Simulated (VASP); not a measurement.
Crystal: Pt.

```
Pt
1.0
     0.00000    1.96000    1.96000
     1.96000    0.00000    1.96000
     1.96000    1.96000    0.00000
Pt
1
Direct
  0.00000 0.00000 0.00000
```

```yaml
Program: VASP 6.6.1
Task: relaxation of cell and atoms
Functional: PBE
Potentials_or_basis: VASP PAW PBE potentials, release 64 (Pt)
Cutoff: 600 eV
k_mesh: 8 × 8 × 8
Occupations: gaussian, width 0.1 eV
Spin: no spin polarisation
```

At the start: pressure 9.4 GPa; volume 15.06 Å³/atom.

Q: Where does the relaxation end?

A: Over 3 steps the energy falls by 14.5 meV/atom and the volume is 15.59 Å³/atom (+3.5 %); space group Fm-3m (No. 225, to 0.05 Å).

Step by step:
```tsv
step	energy change (eV)	largest force (eV/Å)	pressure (GPa)	volume (Å³)
1	0.0000	0.0000	9.37	15.06
2	0.0760	0.0000	-17.43	17.06
3	-0.0145	0.0000	-0.26	15.59
```

Final structure:
```
CELL_PARAMETERS angstrom
0.00000 1.98284 1.98284
1.98284 0.00000 1.98284
1.98284 1.98284 0.00000
ATOMIC_POSITIONS crystal
Pt 0.00000 0.00000 0.00000
```
